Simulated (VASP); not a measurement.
# MgO (P-6m2) in VASP: further runs, part 2 of 2

VASP 6.6.1.

### Step 4. Single point, r2SCANh

Contents of POSCAR:

```
MgO
1.0
    2.9380209034      0.0000000000      0.0000000000
   -1.4690104517      2.5444007392      0.0000000000
    0.0000000000      0.0000000000      2.6796800000
Mg O
1 1
Direct
    0.0000000000      0.0000000000      0.0000000000
    0.3333333333      0.6666666667      0.5000000000
```

Contents of INCAR.step1:

```
ALGO = Normal
EDIFF = 1E-5
ENCUT = 520
GGA = PE
ISIF = 2
ISMEAR = -1
LASPH = True
LCHARG = False
LREAL = False
LWAVE = True
NBANDS = 11
NELM = 60
PREC = Accurate
SIGMA = 0.05
```

Contents of INCAR.step2:

```
AEXX = 0.1
ALGO = Normal
EDIFF = 1E-6
ENCUT = 520
ISIF = 2
ISMEAR = -1
ISTART = 1
LASPH = True
LCHARG = False
LHFCALC = True
LMIXTAU = True
LREAL = False
LWAVE = False
METAGGA = R2SCAN
NBANDS = 11
NELM = 60
PREC = Accurate
PRECFOCK = Normal
SIGMA = 0.05
```

Contents of KPOINTS:

```
k-points
0
Gamma
  5 5 5
```

Potentials or basis: VASP PAW PBE potentials, release 64 (Mg, O).

Run with:

```bash
$ cat potpaw_PBE.64/Mg/POTCAR potpaw_PBE.64/O/POTCAR > POTCAR
$ cp INCAR.step1 INCAR
$ mpirun -np 1 vasp_std > vasp.out
$ cp INCAR.step2 INCAR
$ mpirun -np 1 vasp_std > vasp.out
```

OUTCAR:

```text
AEXX = 0.1
   EDIFF = 1E-6
   ENCUT = 520
   ISIF = 2
   ISMEAR = -1
   ISTART = 1
   LASPH = True
   LHFCALC = True
   LREAL = False
   METAGGA = R2SCAN
   NELM = 60
   PREC = Accurate
   PRECFOCK = Normal

 ion  position               nearest neighbor table
   1  0.000  0.000  0.000-   2 2.16   2 2.16   2 2.16   2 2.16   2 2.16   2 2.16
   2  0.333  0.667  0.500-   1 2.16   1 2.16   1 2.16   1 2.16   1 2.16   1 2.16

  LATTYP: Found a hexagonal cell.
 ALAT       =     2.9380209034
 C/A-ratio  =     0.9120697531

  Lattice vectors:

 A1 = (   2.9380209034,   0.0000000000,   0.0000000000)
 A2 = (  -1.4690104517,   2.5444007392,   0.0000000000)
 A3 = (   0.0000000000,   0.0000000000,   2.6796800000)

Analysis of symmetry for initial positions (statically):
=====================================================================
 Subroutine PRICEL returns:
 Original cell was already a primitive cell.

 Routine SETGRP: Setting up the symmetry group for a
 hexagonal supercell.

 Subroutine GETGRP returns: Found 12 space group operations
 (whereof 12 operations were pure point group operations)
 out of a pool of 24 trial point group operations.

The static configuration has the point symmetry D_3h.

Analysis of symmetry for dynamics (positions and initial velocities):
=====================================================================
 Subroutine PRICEL returns:
 Original cell was already a primitive cell.

 Routine SETGRP: Setting up the symmetry group for a
 hexagonal supercell.

 Subroutine GETGRP returns: Found 12 space group operations
 (whereof 12 operations were pure point group operations)
 out of a pool of 24 trial point group operations.

The dynamic configuration has the point symmetry D_3h.

 Subroutine INISYM returns: Found 12 space group operations
 (whereof 12 operations are pure point group operations),
 and found     1 'primitive' translations

----------------------------------------------------------------------------------------

                                     Primitive cell

  volume of cell :      20.0320

  direct lattice vectors                    reciprocal lattice vectors
     2.938020903  0.000000000  0.000000000     0.340365175  0.196509926  0.000000000
    -1.469010452  2.544400739  0.000000000     0.000000000  0.393019851  0.000000000
     0.000000000  0.000000000  2.679680000     0.000000000  0.000000000  0.373178887

  length of vectors
     2.938020903  2.938020903  2.679680000     0.393019851  0.393019851  0.373178887

  position of ions in fractional coordinates (direct lattice)
     0.000000000  0.000000000  0.000000000
     0.333333333  0.666666667  0.500000000

  ion indices of the primitive-cell ions
   primitive index   ion index
                 1           1
                 2           2

----------------------------------------------------------------------------------------

 KPOINTS: k-points

Automatic generation of k-mesh.
 Grid dimensions read from file:
 generate k-points for:    5    5    5

 Generating k-lattice:

  Cartesian coordinates                     Fractional coordinates (reciprocal lattice)
[... 36 lines left out ...]
   dimension x,y,z NGXF=    48 NGYF=   48 NGZF=   40
   ions per type =               1   1
   NGX,Y,Z   is equivalent  to a cutoff of  13.58, 13.58, 12.41 a.u.
   NGXF,Y,Z  is equivalent  to a cutoff of  27.16, 27.16, 24.82 a.u.
 SYSTEM =  unknown system
   PREC   = accura    normal or accurate (medium, high low for compatibility)
   ISTART =      1    job   : 0-new  1-cont  2-samecut
   ICHARG =      0    charge: 1-file 2-atom 10-const
   ISPIN  =      1    spin polarized calculation?
   LNONCOLLINEAR =      F non collinear calculations
   LSORBIT =      F    spin-orbit coupling
   LASPH  =      T    aspherical Exc in radial PAW
   ENCUT  =  520.0 eV  38.22 Ry    6.18 a.u.   5.46  5.46  4.98*2*pi/ulx,y,z
   NELM   =     60;   NELMIN=  2; NELMDL=  0     # of ELM steps
   EDIFF  = 0.1E-05   stopping-criterion for ELM
   LREAL  =      F    real-space projection
   EDIFFG = 0.1E-04   stopping-criterion for IOM
   NSW    =      0    number of steps for IOM
   IBRION =     -1    ionic relax: 0-MD 1-quasi-New 2-CG
   NFREE  =      0    steps in history (QN), initial steepest desc. (CG)
   ISIF   =      2    stress and relaxation
   ISYM   =      3    0-nonsym 1-usesym 2-fastsym
   POTIM  = 0.5000    time-step for ionic-motion
   TEBEG  =    0.0;   TEEND  =   0.0 temperature during run
   PSTRESS=    0.0 pullay stress
   NELECT =       8.0000    total number of electrons
   NUPDOWN=      -1.0000    fix difference up-down
   EMIN   =  10.00;   EMAX   =-10.00  energy-range for DOS
   EFERMI =   0.00;   METHOD = LEGACY
   ISMEAR =    -1;   SIGMA  =   0.05  broadening in eV -4-tet -1-fermi 0-gaus
   EFERMI_NEDOS =   21; number of points for ismear=-14 and -15
   IALGO  =     38    algorithm
   IMIX   =      1    mixing-type and parameters
     AMIX     =   0.40;   BMIX     =  1.00
     AMIX_MAG =   1.60;   BMIX_MAG =  1.00
  volume/ion in A,a.u.               =      10.02        67.59
  Fermi-wavevector in a.u.,A,eV,Ry     =   1.205583  2.278221 19.775115  1.453430
  Thomas-Fermi vector in A             =   2.341275
   LORBIT       =      0    0 simple, 1 ext, 2 COOP (PROOUT), +10 PAW based schemes
   METAGGA = R2SCAN    functional components
   LHFCALC =     T    Hartree Fock is set to
   PRECFOCK=normal    Normal, Fast or Accurate (Low or Medium for compatibility)
   ENCUT4O =  -1.0   cutoff for four orbital integrals eV
   NKREDX  =     1    reduce k-point grid by
   NKREDY  =     1    reduce k-point grid by
   NKREDZ  =     1    reduce k-point grid by
   AEXX    =    0.1000 exact exchange contribution
   HFSCREEN=    0.0000 screening length (either q_TF or 0.3 A-1)
   HFSCREENC=   0.0000 screening length for correlation (either q_TF or 0.3 A-1)
   ENCUTFOCK=  -1.0 apply spherical cutoff to Coloumb kernel
   IVDW    =     0    specifies the selected vdW correction
   LEPSILON=     F    determine dielectric tensor
   LRPA    =     F    only Hartree local field effects (RPA)
 non-spin polarized calculation
  energy-cutoff  :      520.00
  volume of cell :       20.03
 maximum number of plane-waves:       562
 NGX is ok and might be reduce to    24
  NGX = 18; NGY = 18; NGZ = 16

 number of electron       7.9999996 magnetization

 Free energy of the ion-electron system (eV)
  ---------------------------------------------------
  ext. energy  EPLUGINS =         0.00000000
  ---------------------------------------------------
  free energy    TOTEN  =       -16.10945103 eV

  energy without entropy =      -16.10945103  energy(sigma->0) =      -16.10945103

 E-fermi :   3.5055     XC(G=0): -10.2281

 val. band max:        2.3450033030   @ k =   0.4000   0.2000   0.0000
 cond. band min:       6.9415252421   @ k =   0.0000   0.0000   0.0000
 fundamental gap:      4.5965219391
 Fermi energy:         3.5055358035

 k-point     1 :       0.0000    0.0000    0.0000
  band No.  band energies     occupation
      1     -16.5282      2.00000
      2       1.7333      2.00000
      3       1.7333      2.00000
      4       1.9439      2.00000
      5       6.9415      0.00000
      6      16.1480      0.00000
      7      19.8756      0.00000
      8      19.8757      0.00000
      9      24.3826      0.00000
     10      25.6166      0.00000
     11      27.3926      0.00000
[... 183 lines left out ...]
 k-point    15 :       0.4000    0.2000    0.4000
  band No.  band energies     occupation
      1     -14.7492      2.00000
      2      -1.0953      2.00000
      3      -0.9515      2.00000
      4       0.5190      2.00000
      5      10.4292      0.00000
      6      15.5875      0.00000
      7      17.5513      0.00000
      8      19.2878      0.00000
      9      20.8693      0.00000
     10      26.2379      0.00000
     11      28.6073      0.00000

------------------------ aborting loop because EDIFF is reached ----------------------------------------

  FORCE on cell =-STRESS in cart. coord.  units (eV):
  Direction    XX          YY          ZZ          XY          YZ          ZX
  --------------------------------------------------------------------------------------
  -------------------------------------------------------------------------------------
  Total       -0.8789644     -0.8789644     -1.0533386     -0.0000000      0.0000000      0.0000000
  in kB      -70.3005186    -70.3005186    -84.2471592     -0.0000000      0.0000000      0.0000000
  external PRESSURE =     -74.9493988 kB  Pullay stress =       0.0000000 kB

 VOLUME and BASIS-vectors are now :
 -----------------------------------------------------------------------------
  energy-cutoff  :      520.00
  volume of cell :       20.03
      direct lattice vectors                 reciprocal lattice vectors
     2.938020903  0.000000000  0.000000000     0.340365175  0.196509926  0.000000000
    -1.469010452  2.544400739  0.000000000     0.000000000  0.393019851  0.000000000
     0.000000000  0.000000000  2.679680000     0.000000000  0.000000000  0.373178887

 POSITION                                       TOTAL-FORCE (eV/Angst)
 -----------------------------------------------------------------------------------
      0.00000      0.00000      0.00000         0.000000     -0.000000      0.000000
     -0.00000      1.69627      1.33984        -0.000000      0.000000      0.000000
 -----------------------------------------------------------------------------------
    total drift:                               -0.000000      0.000000      0.000000

  FREE ENERGIE OF THE ION-ELECTRON SYSTEM (eV)
  ---------------------------------------------------
  free  energy   TOTEN  =       -16.1094510327 eV

  energy  without entropy=      -16.1094510327  energy(sigma->0) =      -16.10945103
```

OSZICAR.step1:

```text
N       E                     dE             d eps       ncg     rms          rms(c)
DAV:   1     0.155147294502E+02    0.15515E+02   -0.46154E+03   370   0.640E+02
DAV:   2    -0.122463767106E+02   -0.27761E+02   -0.26840E+02   372   0.137E+02
DAV:   3    -0.129826203868E+02   -0.73624E+00   -0.73585E+00   384   0.192E+01
DAV:   4    -0.129843439677E+02   -0.17236E-02   -0.17236E-02   383   0.111E+00
DAV:   5    -0.129843498921E+02   -0.59244E-05   -0.59244E-05   384   0.620E-02    0.738E+00
DAV:   6    -0.112760952218E+02    0.17083E+01   -0.97835E+00   333   0.168E+01    0.240E+00
DAV:   7    -0.112432850843E+02    0.32810E-01   -0.75778E-02   351   0.237E+00    0.139E+00
DAV:   8    -0.112259785224E+02    0.17307E-01   -0.37769E-02   345   0.208E+00    0.268E-01
DAV:   9    -0.112256702105E+02    0.30831E-03   -0.28107E-04   398   0.122E-01    0.195E-01
DAV:  10    -0.112255747419E+02    0.95469E-04   -0.76420E-04   345   0.214E-01    0.128E-02
DAV:  11    -0.112255743628E+02    0.37906E-06   -0.12987E-05   264   0.243E-02
   1 F= -.11225574E+02 E0= -.11225574E+02  d E =-.104339E-09
```

Run time: 8.2 min. Hardware: 1 thread of Intel Xeon 8259CL, shared host; peak memory 0.15 GiB.

What came out:

| Quantity | Value |
| --- | --- |
| Free energy | -16.1095 eV |
| Pressure | -7.5 GPa |
| Band gap on the k mesh | 4.60 eV (least direct gap 5.00 eV) |

Levels at points of the mesh, in eV from the valence-band top:
```csv
k point,band 1,band 2,band 3,band 4,band 5,band 6,band 7,band 8,band 9
"(0.00, 0.00, 0.00)",-18.87,-0.61,-0.61,-0.40,4.60,13.80,17.53,17.53,22.04
```

Caveat: the k points lie up to 0.49 Å⁻¹ apart; the PAW data sets were made with another functional, which shifts forces and pressure a little.

### Step 5. Single point, r2SCAN50

POSCAR is that of step 4.

Contents of INCAR.step1:

```
PREC     = Accurate       # precision mode
ENCUT    = 520            # plane-wave cutoff, eV
EDIFF    = 1E-5           # SCF threshold, eV
ISMEAR   = -1             # smearing method
SIGMA    = 0.05           # smearing width, eV
LREAL    = F              # projectors in reciprocal space
LASPH    = T              # aspherical terms in the spheres
NELM     = 80             # most SCF steps
ALGO     = Normal         # electronic algorithm
ISIF     = 2              # what is computed and relaxed
LWAVE    = T              # write WAVECAR
LCHARG   = F              # write CHGCAR
NBANDS   = 11             # bands
GGA      = PE             # functional
```

Contents of INCAR.step2:

```
PREC     = Accurate       # precision mode
ENCUT    = 520            # plane-wave cutoff, eV
EDIFF    = 1E-6           # SCF threshold, eV
ISMEAR   = -1             # smearing method
SIGMA    = 0.05           # smearing width, eV
LREAL    = F              # projectors in reciprocal space
LASPH    = T              # aspherical terms in the spheres
NELM     = 80             # most SCF steps
ALGO     = Normal         # electronic algorithm
ISIF     = 2              # what is computed and relaxed
LWAVE    = F              # write WAVECAR
LCHARG   = F              # write CHGCAR
METAGGA  = R2SCAN         # meta-GGA
LHFCALC  = T              # exact exchange
AEXX     = 0.5            # exact-exchange fraction
LMIXTAU  = T            
PRECFOCK = Normal       
NBANDS   = 11             # bands
ISTART   = 1
```

Contents of KPOINTS:

```
regular mesh
0
Gamma
  5 5 5
```

Run with:

```bash
$ cat potpaw_PBE.64/Mg/POTCAR potpaw_PBE.64/O/POTCAR > POTCAR
$ cp INCAR.step1 INCAR
$ mpirun -np 1 vasp_std > vasp.out
$ cp INCAR.step2 INCAR
$ mpirun -np 1 vasp_std > vasp.out
```

Run time: 7.7 min. Hardware: 1 thread of Intel Xeon 8259CL, shared host; peak memory 0.15 GiB.

Results (log left out):

* Free energy: -19.0169 eV
* Pressure: -12.2 GPa
* Band gap on the k mesh: 7.99 eV (least direct gap 8.43 eV)

Stress tensor (GPa, compression positive):
```
-11.32   0.00   0.00
  0.00 -11.32   0.00
  0.00   0.00 -13.95
```

Levels at points of the mesh, in eV from the valence-band top:
| k point | band 1 | band 2 | band 3 | band 4 | band 5 | band 6 | band 7 | band 8 |
| --- | --- | --- | --- | --- | --- | --- | --- | --- |
| (0.00, 0.00, 0.00) | -20.82 | -0.64 | -0.64 | -0.44 | 7.99 | 17.47 | 21.34 | 21.34 |

Caveat: the k points lie up to 0.49 Å⁻¹ apart; the PAW data sets were made with another functional, which shifts forces and pressure a little. A k mesh can miss the band edges.

### Step 6. Overview

| level | share of exact exchange | screening parameter | gap on the mesh (eV) | pressure (GPa) |
| --- | --- | --- | --- | --- |
| PBEsol-based screened hybrid with 25 % exact exchange | 0.25 | 0.207 1/Å | 4.52 | -8.7 |
| r2SCAN0 | 0.25 | - | 5.85 | -9.3 |
| r2SCANh | 0.1 | - | 4.60 | -7.5 |
| r2SCAN50 | 0.5 | - | 7.99 | -12.2 |

Alike in all rows: task single point; potentials or basis VASP PAW PBE potentials, release 64 (Mg, O); no spin polarisation; cell as given; k mesh 5 × 5 × 5; cutoff (eV) 520; smearing fermi-dirac 0.05 eV.

Caveats: all runs use coarse meshes; the PAW data sets were made with another functional, which shifts forces and pressure a little.

Total energies depend on the potentials used, so only differences within one code and one set of settings carry meaning.
